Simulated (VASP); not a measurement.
# BaTa3O2 (R-3m) in VASP: a series of runs

BaTa3O2 is run at these levels: PBE; tasks: single point.

All numbers are computed with VASP 6.6.1; they aren't measurements. Logs are shortened: lines on timing, memory, paths and dates and some standing lists are left out, and cuts for length are marked.

## (1) The cell of the first run

It takes space group R-3m (No. 166, trigonal). Conventional cell: a = 5.620 Å, b = 5.620 Å, c = 12.925 Å, α = 90.00°, β = 90.00°, γ = 120.00°. Within 3.6 Å of Ba (site symmetry -3m) lie 6 Ta at 2.70 Å and 6 O at 3.29 Å. Within 3.6 Å of Ta (site symmetry 2/m) lie 2 Ba at 2.70 Å and 4 Ta at 2.81 Å and 6 O at 3.13 to 3.25 Å. Within 4.1 Å of O (site symmetry 3m) lie 9 Ta at 3.13 to 3.25 Å and 4 O at 3.25 to 3.41 Å and 3 Ba at 3.29 Å.

The cell was generated, and may not be a known phase.

## (2) Single point, PBE

INCAR

```
ALGO = Normal
EDIFF = 1E-6
ENCUT = 700
GGA = PE
GGA_COMPAT = F
ISIF = 2
ISMEAR = 0
LASPH = T
LCHARG = F
LREAL = F
LWAVE = F
NBANDS = 40
NELM = 120
PREC = Accurate
SIGMA = 0.1
```

KPOINTS

```
k-points
0
Gamma
  6 6 6
```

POSCAR

```
BaTa3O2
1.0
    2.8098927900      1.6222923600      4.3082215600
   -2.8098927900      1.6222923600      4.3082215600
    0.0000000000     -3.2445847100      4.3082215600
Ba Ta O
1 3 2
Direct
    0.0000000000      0.0000000000      0.0000000000
    0.0000000000      0.5000000000      0.0000000000
    0.5000000000      0.0000000000      0.0000000000
    0.0000000000      0.0000000000      0.5000000000
    0.6258709400      0.6258709400      0.6258709400
    0.3741290600      0.3741290600      0.3741290600
```

Potentials or basis: VASP PAW PBE potentials, release 64 (Ba_sv, Ta_sv_GW, O).

Launch:

```bash
$ cat potpaw_PBE.64/Ba_sv/POTCAR potpaw_PBE.64/Ta_sv_GW/POTCAR potpaw_PBE.64/O/POTCAR > POTCAR
$ mpirun -np 1 vasp_std > vasp.out
```

OUTCAR:

```text
EDIFF = 1E-6
   ENCUT = 700
   GGA = PE
   ISIF = 2
   ISMEAR = 0
   LASPH = T
   LREAL = F
   NELM = 120
   PREC = Accurate

 ion  position               nearest neighbor table
   1  0.000  0.000  0.000-   4 2.70   4 2.70   2 2.70   3 2.70   2 2.70   3 2.70   5 3.29   6 3.29
                             5 3.29   6 3.29   5 3.29   6 3.29
   2  0.000  0.500  0.000-   1 2.70   1 2.70   4 2.81   4 2.81   3 2.81   3 2.81
   3  0.500  0.000  0.000-   1 2.70   1 2.70   4 2.81   4 2.81   2 2.81   2 2.81
   4  0.000  0.000  0.500-   1 2.70   1 2.70   2 2.81   3 2.81   2 2.81   3 2.81
   5  0.626  0.626  0.626-   1 3.29   1 3.29   1 3.29
   6  0.374  0.374  0.374-   1 3.29   1 3.29   1 3.29

  LATTYP: Found a trigonal (rhomboedric) cell.
 ALAT       =     5.3933387621
 COS(alpha) =     0.4571321828

  Lattice vectors:

 A1 = (   2.8098927900,   1.6222923600,   4.3082215600)
 A2 = (  -2.8098927900,   1.6222923600,   4.3082215600)
 A3 = (   0.0000000000,  -3.2445847100,   4.3082215600)

Analysis of symmetry for initial positions (statically):
=====================================================================
 Subroutine PRICEL returns:
 Original cell was already a primitive cell.

 Routine SETGRP: Setting up the symmetry group for a
 trigonal (rhombohedral) supercell.

 Subroutine GETGRP returns: Found 12 space group operations
 (whereof 12 operations were pure point group operations)
 out of a pool of 12 trial point group operations.

The static configuration has the point symmetry D_3d.

Analysis of symmetry for dynamics (positions and initial velocities):
=====================================================================
 Subroutine PRICEL returns:
 Original cell was already a primitive cell.

 Routine SETGRP: Setting up the symmetry group for a
 trigonal (rhombohedral) supercell.

 Subroutine GETGRP returns: Found 12 space group operations
 (whereof 12 operations were pure point group operations)
 out of a pool of 12 trial point group operations.

The dynamic configuration has the point symmetry D_3d.

 Subroutine INISYM returns: Found 12 space group operations
 (whereof 12 operations are pure point group operations),
 and found     1 'primitive' translations

----------------------------------------------------------------------------------------

                                     Primitive cell

  volume of cell :     117.8333

  direct lattice vectors                    reciprocal lattice vectors
     2.809892790  1.622292360  4.308221560     0.177942732  0.102735284  0.077371446
    -2.809892790  1.622292360  4.308221560    -0.177942732  0.102735284  0.077371446
     0.000000000 -3.244584710  4.308221560     0.000000000 -0.205470569  0.077371447

  length of vectors
     5.393338762  5.393338762  5.393338757     0.219555221  0.219555221  0.219555222

  position of ions in fractional coordinates (direct lattice)
     0.000000000  0.000000000  0.000000000
     0.000000000  0.500000000  1.000000000
     0.500000000  0.000000000  1.000000000
     1.000000000  1.000000000  0.500000000
     0.625870940  0.625870940  0.625870940
     0.374129060  0.374129060  0.374129060

  ion indices of the primitive-cell ions
   primitive index   ion index
                 1           1
                 2           2
                 3           3
                 4           4
                 5           5
                 6           6

----------------------------------------------------------------------------------------

 KPOINTS: k-points

Automatic generation of k-mesh.
 Grid dimensions read from file:
 generate k-points for:    6    6    6

 Generating k-lattice:

  Cartesian coordinates                     Fractional coordinates (reciprocal lattice)
     0.029657122  0.017122547  0.012895241     0.166666667  0.000000000 -0.000000000
    -0.029657122  0.017122547  0.012895241     0.000000000  0.166666667 -0.000000000
     0.000000000 -0.034245095  0.012895241    -0.000000000 -0.000000000  0.166666667

  Length of vectors
     0.036592537  0.036592537  0.036592537

  Shift w.r.t. Gamma in fractional coordinates (k-lattice)
     0.000000000  0.000000000  0.000000000

 Subroutine IBZKPT returns following result:
 ===========================================

 Found     32 irreducible k-points:

 Following reciprocal coordinates:
            Coordinates               Weight
  0.000000  0.000000  0.000000      1.000000
  0.166667 -0.000000 -0.000000      6.000000
  0.333333 -0.000000  0.000000      6.000000
  0.500000 -0.000000 -0.000000      3.000000
  0.166667  0.166667 -0.000000      6.000000
  0.333333  0.166667 -0.000000     12.000000
[... 16 lines left out ...]
  0.500000  0.500000  0.166667      6.000000
 -0.333333  0.500000  0.166667     12.000000
 [... further k-points ...]
   k-points           NKPTS =     32   k-points in BZ     NKDIM =     32   number of bands    NBANDS=     40
   number of dos      NEDOS =    301   number of ions     NIONS =      6
   total plane-waves  NPLWV = 110592
   dimension x,y,z NGX =    48 NGY =   48 NGZ =   48
   dimension x,y,z NGXF=    96 NGYF=   96 NGZF=   96
   ions per type =               1   3   2
   NGX,Y,Z   is equivalent  to a cutoff of  14.80, 14.80, 14.80 a.u.
   NGXF,Y,Z  is equivalent  to a cutoff of  29.59, 29.59, 29.59 a.u.
 SYSTEM =  unknown system
   PREC   = accura    normal or accurate (medium, high low for compatibility)
   ISTART =      0    job   : 0-new  1-cont  2-samecut
   ICHARG =      2    charge: 1-file 2-atom 10-const
   ISPIN  =      1    spin polarized calculation?
   LNONCOLLINEAR =      F non collinear calculations
   LSORBIT =      F    spin-orbit coupling
   LASPH  =      T    aspherical Exc in radial PAW
   ENCUT  =  700.0 eV  51.45 Ry    7.17 a.u.  11.63 11.63 11.63*2*pi/ulx,y,z
   NELM   =    120;   NELMIN=  2; NELMDL= -5     # of ELM steps
   EDIFF  = 0.1E-05   stopping-criterion for ELM
   LREAL  =      F    real-space projection
   EDIFFG = 0.1E-04   stopping-criterion for IOM
   NSW    =      0    number of steps for IOM
   IBRION =     -1    ionic relax: 0-MD 1-quasi-New 2-CG
   NFREE  =      0    steps in history (QN), initial steepest desc. (CG)
   ISIF   =      2    stress and relaxation
   ISYM   =      2    0-nonsym 1-usesym 2-fastsym
   POTIM  = 0.5000    time-step for ionic-motion
   TEBEG  =    0.0;   TEEND  =   0.0 temperature during run
   PSTRESS=    0.0 pullay stress
   NELECT =      61.0000    total number of electrons
   NUPDOWN=      -1.0000    fix difference up-down
   EMIN   =  10.00;   EMAX   =-10.00  energy-range for DOS
   EFERMI =   0.00;   METHOD = LEGACY
   ISMEAR =     0;   SIGMA  =   0.10  broadening in eV -4-tet -1-fermi 0-gaus
   EFERMI_NEDOS =   21; number of points for ismear=-14 and -15
   IALGO  =     38    algorithm
   IMIX   =      4    mixing-type and parameters
     AMIX     =   0.40;   BMIX     =  1.00
     AMIX_MAG =   1.60;   BMIX_MAG =  1.00
  volume/ion in A,a.u.               =      19.64       132.53
  Fermi-wavevector in a.u.,A,eV,Ry     =   1.314504  2.484053 23.509805  1.727922
  Thomas-Fermi vector in A             =   2.444753
   LORBIT       =      0    0 simple, 1 ext, 2 COOP (PROOUT), +10 PAW based schemes
   GGA     = PE    functional components
   LHFCALC =     F    Hartree Fock is set to
   AEXX    =    0.0000 exact exchange contribution
   IVDW    =     0    specifies the selected vdW correction
   LEPSILON=     F    determine dielectric tensor
   LRPA    =     F    only Hartree local field effects (RPA)
 non-spin polarized calculation
 Gauss-broadening in eV      SIGMA  =   0.10
  energy-cutoff  :      700.00
  volume of cell :      117.83
 maximum number of plane-waves:      4987
 NGX is ok and might be reduce to    48
   NGX = 23   NGY = 23   NGZ = 23

 number of electron      61.0000004 magnetization

 Free energy of the ion-electron system (eV)
  ---------------------------------------------------
  ext. energy  EPLUGINS =         0.00000000
  ---------------------------------------------------
  free energy    TOTEN  =       -44.02346977 eV

  energy without entropy =      -43.99296744  energy(sigma->0) =      -44.00821861

 E-fermi :   5.7759     XC(G=0): -10.9218

 val. band max:        5.7735346201   @ k =  -0.3333   0.5000   0.3333
 cond. band min:       5.7929670094   @ k =  -0.3333   0.3333   0.0000
 fundamental gap:      0.0194323892
 Fermi energy:         5.7758726599

 k-point     1 :       0.0000    0.0000    0.0000
  band No.  band energies     occupation
      1     -62.5698      2.00000
      2     -62.4755      2.00000
      3     -62.4755      2.00000
      4     -29.6737      2.00000
      5     -29.2893      2.00000
      6     -29.2687      2.00000
[... 32 lines left out ...]
     39       8.9134      0.00000
     40      10.1265      0.00000

 k-point     2 :       0.1667   -0.0000   -0.0000
  band No.  band energies     occupation
      1     -62.5642      2.00000
      2     -62.4811      2.00000
      3     -62.4755      2.00000
      4     -29.6207      2.00000
      5     -29.2791      2.00000
      6     -29.2597      2.00000
[... 32 lines left out ...]
     39       8.8131      0.00000
     40       9.2373      0.00000

 k-point     3 :       0.3333   -0.0000    0.0000
  band No.  band energies     occupation
      1     -62.5500      2.00000
      2     -62.4955      2.00000
      3     -62.4755      2.00000
      4     -29.5046      2.00000
      5     -29.2756      2.00000
      6     -29.2251      2.00000
[... 32 lines left out ...]
     39       8.0447      0.00000
     40       8.6415      0.00000

 k-point     4 :       0.5000   -0.0000   -0.0000
  band No.  band energies     occupation
      1     -62.5385      2.00000
      2     -62.5069      2.00000
      3     -62.4755      2.00000
      4     -29.4437      2.00000
      5     -29.2760      2.00000
      6     -29.2334      2.00000
[... 32 lines left out ...]
     39       8.5964      0.00000
     40       8.9999      0.00000
[... 772 lines left out ...]
     39       7.8533      0.00000
     40       8.2938      0.00000

 k-point    23 :       0.5000    0.5000    0.1667
  band No.  band energies     occupation
      1     -62.5495      2.00000
      2     -62.4955      2.00000
      3     -62.4755      2.00000
      4     -29.5677      2.00000
      5     -29.2746      2.00000
      6     -29.2208      2.00000
[... 32 lines left out ...]
     39       8.7374      0.00000
     40       8.8396      0.00000

 k-point    24 :      -0.3333    0.5000    0.1667
  band No.  band energies     occupation
      1     -62.5381      2.00000
      2     -62.5071      2.00000
      3     -62.4755      2.00000
      4     -29.4828      2.00000
      5     -29.2603      2.00000
      6     -29.2194      2.00000
[... 32 lines left out ...]
     39       8.0446      0.00000
     40       8.4167      0.00000

 [... further k-points ...]

------------------------ aborting loop because EDIFF is reached ----------------------------------------

  FORCE on cell =-STRESS in cart. coord.  units (eV):
  Direction    XX          YY          ZZ          XY          YZ          ZX
  --------------------------------------------------------------------------------------
  -------------------------------------------------------------------------------------
  Total       -4.7743813     -4.7743813     12.9687634      0.0000000      0.0000000      0.0000000
  in kB      -64.9171629    -64.9171628    176.3360053      0.0000000      0.0000001      0.0000000
  external PRESSURE =      15.5005599 kB  Pullay stress =       0.0000000 kB

 VOLUME and BASIS-vectors are now :
 -----------------------------------------------------------------------------
  energy-cutoff  :      700.00
  volume of cell :      117.83
      direct lattice vectors                 reciprocal lattice vectors
     2.809892790  1.622292360  4.308221560     0.177942732  0.102735284  0.077371446
    -2.809892790  1.622292360  4.308221560    -0.177942732  0.102735284  0.077371446
     0.000000000 -3.244584710  4.308221560     0.000000000 -0.205470569  0.077371447

 POSITION                                       TOTAL-FORCE (eV/Angst)
 -----------------------------------------------------------------------------------
      0.00000      0.00000      0.00000        -0.000000      0.000000      0.000000
     -1.40495      0.81115      2.15411        -0.000000      0.000000      0.000000
      1.40495      0.81115      2.15411         0.000000      0.000000      0.000000
      0.00000     -1.62229      2.15411        -0.000000     -0.000000      0.000000
      0.00000      0.00000      8.08917        -0.000000      0.000000      0.543118
      0.00000      0.00000      4.83549        -0.000000     -0.000000     -0.543118
 -----------------------------------------------------------------------------------
    total drift:                               -0.000000     -0.000000      0.000000

  FREE ENERGIE OF THE ION-ELECTRON SYSTEM (eV)
  ---------------------------------------------------
  free  energy   TOTEN  =       -44.0234697698 eV

  energy  without entropy=      -43.9929674404  energy(sigma->0) =      -44.00821861
```

It took 4 min on 1 thread of AMD EPYC 9R45 (Zen 5), shared host; peak memory 0.44 GiB.

What came out:

- Free energy: -44.0235 eV
- Pressure: 1.6 GPa
- Largest force: 0.543 eV/Å
- Band gap on the k mesh: zero (an odd number of electrons rules out a gap without spin polarisation)

Forces in eV/Å, atoms in the order of the input:
```
Ba   0.000  0.000  0.000
Ta   0.000  0.000  0.000
Ta   0.000  0.000  0.000
Ta   0.000  0.000  0.000
O    0.000  0.000  0.543
O    0.000  0.000 -0.543
```

Caveat: the stress differs along the axes, from -6 to 18 GPa; spin-orbit coupling is left out, which moves the levels of the heavy elements.

(Continued in part 2 of 2.)
